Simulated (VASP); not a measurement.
# SnTe (rocksalt type) (Fm-3m) in VASP: further runs

The runs below take SnTe (rocksalt type) through single point, with PBE.

Everything below comes from runs of VASP 6.6.1. Logs are shortened: lines on timing, memory, paths and dates and some standing lists are left out, and cuts for length are marked.

## Step 1: The cell of the first run

Symmetry: Fm-3m, No. 225, cubic system. The conventional cell has a = 5.685 Å, b = 5.685 Å, c = 5.685 Å, α = 90.00°, β = 90.00°, γ = 90.00°. Within 3.7 Å of Sn (site symmetry m-3m) lie 6 Te at 2.84 Å. Within 3.7 Å of Te (site symmetry m-3m) lie 6 Sn at 2.84 Å.

## Step 2: Single point, PBE

Contents of INCAR:

```
SYSTEM = SnTe
  PREC = Accurate
  ENCUT = 520
  EDIFF = 1E-6
  ISMEAR = -1
  SIGMA = 0.05
  LREAL = .FALSE.
  LASPH = .TRUE.
  NELM = 100
  ALGO = Normal
  ISIF = 2
  LWAVE = .FALSE.
  LCHARG = .FALSE.
  GGA = PE
  NBANDS = 17
```

Contents of KPOINTS:

```
Automatic mesh
0
G
  13 13 13
  0 0 0
```

Contents of POSCAR:

```
SnTe
1.0
    0.0000000000      2.8425374087      2.8425374087
    2.8425374087      0.0000000000      2.8425374087
    2.8425374087      2.8425374087      0.0000000000
Sn Te
1 1
Direct
    0.0000000000      0.0000000000      0.0000000000
    0.5000000000      0.5000000000      0.5000000000
```

Potentials or basis: VASP PAW PBE potentials, release 64 (Sn_d, Te).

The run is started by

```sh
> cat potpaw_PBE.64/Sn_d/POTCAR potpaw_PBE.64/Te/POTCAR > POTCAR
> mpirun -np 1 vasp_std > vasp.out
```

OUTCAR:

```text
SYSTEM = SnTe
   PREC = Accurate
   ENCUT = 520
   EDIFF = 1E-6
   ISMEAR = -1
   LREAL = .FALSE.
   LASPH = .TRUE.
   NELM = 100
   ISIF = 2
   GGA = PE

 ion  position               nearest neighbor table
   1  0.000  0.000  0.000-   2 2.84   2 2.84   2 2.84   2 2.84   2 2.84   2 2.84
   2  0.500  0.500  0.500-   1 2.84   1 2.84   1 2.84   1 2.84   1 2.84   1 2.84

  LATTYP: Found a face centered cubic cell.
 ALAT       =     5.6850748174

  Lattice vectors:

 A1 = (   0.0000000000,   2.8425374087,   2.8425374087)
 A2 = (   2.8425374087,   0.0000000000,   2.8425374087)
 A3 = (   2.8425374087,   2.8425374087,   0.0000000000)

Analysis of symmetry for initial positions (statically):
=====================================================================
 Subroutine PRICEL returns:
 Original cell was already a primitive cell.

 Routine SETGRP: Setting up the symmetry group for a
 face centered cubic supercell.

 Subroutine GETGRP returns: Found 48 space group operations
 (whereof 48 operations were pure point group operations)
 out of a pool of 48 trial point group operations.

The static configuration has the point symmetry O_h .

Analysis of symmetry for dynamics (positions and initial velocities):
=====================================================================
 Subroutine PRICEL returns:
 Original cell was already a primitive cell.

 Routine SETGRP: Setting up the symmetry group for a
 face centered cubic supercell.

 Subroutine GETGRP returns: Found 48 space group operations
 (whereof 48 operations were pure point group operations)
 out of a pool of 48 trial point group operations.

The dynamic configuration has the point symmetry O_h .

 Subroutine INISYM returns: Found 48 space group operations
 (whereof 48 operations are pure point group operations),
 and found     1 'primitive' translations

----------------------------------------------------------------------------------------

                                     Primitive cell

  volume of cell :      45.9355

  direct lattice vectors                    reciprocal lattice vectors
     0.000000000  2.842537409  2.842537409    -0.175899180  0.175899180  0.175899180
     2.842537409  0.000000000  2.842537409     0.175899180 -0.175899180  0.175899180
     2.842537409  2.842537409  0.000000000     0.175899180  0.175899180 -0.175899180

[... 73 lines left out ...]
 SYSTEM =  SnTe
   PREC   = accura    normal or accurate (medium, high low for compatibility)
   ISTART =      0    job   : 0-new  1-cont  2-samecut
   ICHARG =      2    charge: 1-file 2-atom 10-const
   ISPIN  =      1    spin polarized calculation?
   LNONCOLLINEAR =      F non collinear calculations
   LSORBIT =      F    spin-orbit coupling
   LASPH  =      T    aspherical Exc in radial PAW
   ENCUT  =  520.0 eV  38.22 Ry    6.18 a.u.   7.47  7.47  7.47*2*pi/ulx,y,z
   NELM   =    100;   NELMIN=  2; NELMDL= -5     # of ELM steps
   EDIFF  = 0.1E-05   stopping-criterion for ELM
   LREAL  =      F    real-space projection
   EDIFFG = 0.1E-04   stopping-criterion for IOM
   NSW    =      0    number of steps for IOM
   IBRION =     -1    ionic relax: 0-MD 1-quasi-New 2-CG
   NFREE  =      0    steps in history (QN), initial steepest desc. (CG)
   ISIF   =      2    stress and relaxation
   ISYM   =      2    0-nonsym 1-usesym 2-fastsym
   POTIM  = 0.5000    time-step for ionic-motion
   TEBEG  =    0.0;   TEEND  =   0.0 temperature during run
   PSTRESS=    0.0 pullay stress
   NELECT =      20.0000    total number of electrons
   NUPDOWN=      -1.0000    fix difference up-down
   EMIN   =  10.00;   EMAX   =-10.00  energy-range for DOS
   EFERMI =   0.00;   METHOD = LEGACY
   ISMEAR =    -1;   SIGMA  =   0.05  broadening in eV -4-tet -1-fermi 0-gaus
   EFERMI_NEDOS =   21; number of points for ismear=-14 and -15
   IALGO  =     38    algorithm
   IMIX   =      4    mixing-type and parameters
     AMIX     =   0.40;   BMIX     =  1.00
     AMIX_MAG =   1.60;   BMIX_MAG =  1.00
  volume/ion in A,a.u.               =      22.97       154.99
  Fermi-wavevector in a.u.,A,eV,Ry     =   1.240801  2.344773 20.947339  1.539586
  Thomas-Fermi vector in A             =   2.375226
   LORBIT       =      0    0 simple, 1 ext, 2 COOP (PROOUT), +10 PAW based schemes
   GGA     = PE    functional components
   LHFCALC =     F    Hartree Fock is set to
   AEXX    =    0.0000 exact exchange contribution
   IVDW    =     0    specifies the selected vdW correction
   LEPSILON=     F    determine dielectric tensor
   LRPA    =     F    only Hartree local field effects (RPA)
 non-spin polarized calculation
  energy-cutoff  :      520.00
  volume of cell :       45.94
 maximum number of plane-waves:      1258
 NGX is ok and might be reduce to    30
   NGX = 15   NGY = 15   NGZ = 15

 number of electron      19.9999998 magnetization

 Free energy of the ion-electron system (eV)
  ---------------------------------------------------
  ext. energy  EPLUGINS =         0.00000000
  ---------------------------------------------------
  free energy    TOTEN  =        -6.12177576 eV

  energy without entropy =       -6.11729219  energy(sigma->0) =       -6.11953398

 E-fermi :  11.4577     XC(G=0): -10.9502

 val. band max:       11.3886050692   @ k =  -0.3846   0.0769   0.0000
 cond. band min:      11.4655036069   @ k =  -0.4615   0.1538   0.0769
 fundamental gap:      0.0768985377
 Fermi energy:        11.4576689628

 k-point     1 :       0.0000    0.0000    0.0000
  band No.  band energies     occupation
      1     -10.8311      2.00000
      2     -10.8311      2.00000
      3     -10.7988      2.00000
      4     -10.7988      2.00000
      5     -10.7988      2.00000
      6      -4.1141      2.00000
[... 457 lines left out ...]
      4     -10.7786      2.00000
      5     -10.7717      2.00000
      6      -2.0049      2.00000
[... 9 lines left out ...]
     16      20.9206      0.00000
     17      21.6292      0.00000

 [... further k-points ...]
[... 5 lines left out ...]
  --------------------------------------------------------------------------------------
  -------------------------------------------------------------------------------------
  Total        9.1846716      9.1846716      9.1846716      0.0000000      0.0000000     -0.0000000
  in kB      320.3506823    320.3506823    320.3506823      0.0000000      0.0000000     -0.0000000
  external PRESSURE =     320.3506823 kB  Pullay stress =       0.0000000 kB

 VOLUME and BASIS-vectors are now :
 -----------------------------------------------------------------------------
  energy-cutoff  :      520.00
  volume of cell :       45.94
      direct lattice vectors                 reciprocal lattice vectors
     0.000000000  2.842537409  2.842537409    -0.175899180  0.175899180  0.175899180
     2.842537409  0.000000000  2.842537409     0.175899180 -0.175899180  0.175899180
     2.842537409  2.842537409  0.000000000     0.175899180  0.175899180 -0.175899180

 POSITION                                       TOTAL-FORCE (eV/Angst)
 -----------------------------------------------------------------------------------
      0.00000      0.00000      0.00000         0.000000     -0.000000     -0.000000
      2.84254      2.84254      2.84254        -0.000000      0.000000      0.000000
 -----------------------------------------------------------------------------------
    total drift:                               -0.000000      0.000000      0.000000

  FREE ENERGIE OF THE ION-ELECTRON SYSTEM (eV)
  ---------------------------------------------------
  free  energy   TOTEN  =        -6.1217757617 eV

  energy  without entropy=       -6.1172921911  energy(sigma->0) =       -6.11953398
```

Run time: 79 s. Hardware: 1 thread of Intel Xeon 8259CL, shared host; peak memory 0.21 GiB.

Results:

| Quantity | Value |
| --- | --- |
| Free energy | -6.1218 eV |
| Pressure | 32.0 GPa |

Caveat: this odd mesh misses L, so gap, dielectric constants and Born charges aren't listed; the cell stands under pressure; spin-orbit coupling is left out, which moves the levels of the heavy elements.

## Step 3: Single point, PBE

Contents of INCAR:

```
ALGO = Normal
EDIFF = 1E-7
ENCUT = 520
GGA = PE
ISIF = 2
ISMEAR = -1
LASPH = T
LCHARG = T
LELF = T
LREAL = F
LVHAR = T
LWAVE = F
NBANDS = 17
NELM = 100
PREC = Accurate
SIGMA = 0.05
```

Contents of KPOINTS:

```
k-points
0
Gamma
  13 13 13
```

POSCAR is that of step 2.

Potentials or basis: VASP PAW PBE potentials, release 64 (Sn_d, Te).

The run is started by

```sh
> cat potpaw_PBE.64/Sn_d/POTCAR potpaw_PBE.64/Te/POTCAR > POTCAR
> mpirun -np 1 vasp_std > vasp.out
```

It took 70 s on 1 thread of Intel Xeon 8259CL, shared host; peak memory 0.22 GiB.

The run converged. Its results:

| Quantity | Value |
| --- | --- |
| Free energy | -6.1218 eV |
| Pressure | 32.0 GPa |

Levels at points of the mesh, in eV from the Fermi level:
```
           k point  band 7  band 8  band 9  band 10  band 11  band 12  band 13  band 14
(0.00, 0.00, 0.00)   -3.06   -3.06   -3.06    -3.03     3.97     3.97     3.97     4.12
```

Caveat: this odd mesh misses L, so gap, dielectric constants and Born charges aren't listed; the cell stands under pressure; spin-orbit coupling is left out, which moves the levels of the heavy elements.
